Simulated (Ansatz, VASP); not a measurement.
# One calculation of TiB2, two programs

```
CELL_PARAMETERS angstrom
3.03175 0.00000 0.00000
-1.51588 2.62557 0.00000
0.00000 0.00000 3.22418
ATOMIC_POSITIONS crystal
Ti 0.00000 0.00000 0.00000
B 0.33333 0.66667 0.50000
B 0.66667 0.33333 0.50000
```

Alike in both runs: functional PBE; k mesh 15 × 15 × 12; occupations methfessel-paxton of order 1, width 0.1 eV; no spin polarisation.

Ansatz relaxed the structure, and its values are those at the end. VASP's run is a single point on that final structure, the one shown.

```csv
,VASP,Ansatz
version,VASP 6.6.1,Ansatz 0.2.0
potentials or method,"VASP PAW PBE potentials, release 64 (Ti_sv, B), cutoff 520 eV",plane-wave PAW DFT
valence electrons in the cell,18,18
```

Ansatz gave:

| Quantity | Value |
| --- | --- |
| pressure (GPa) | 0.0 |

Problem. What did VASP give for the same quantities?

Solution. Pressure (GPa): 0.3.

The functional is the same, so the differences come from potentials, cutoffs and numerics.
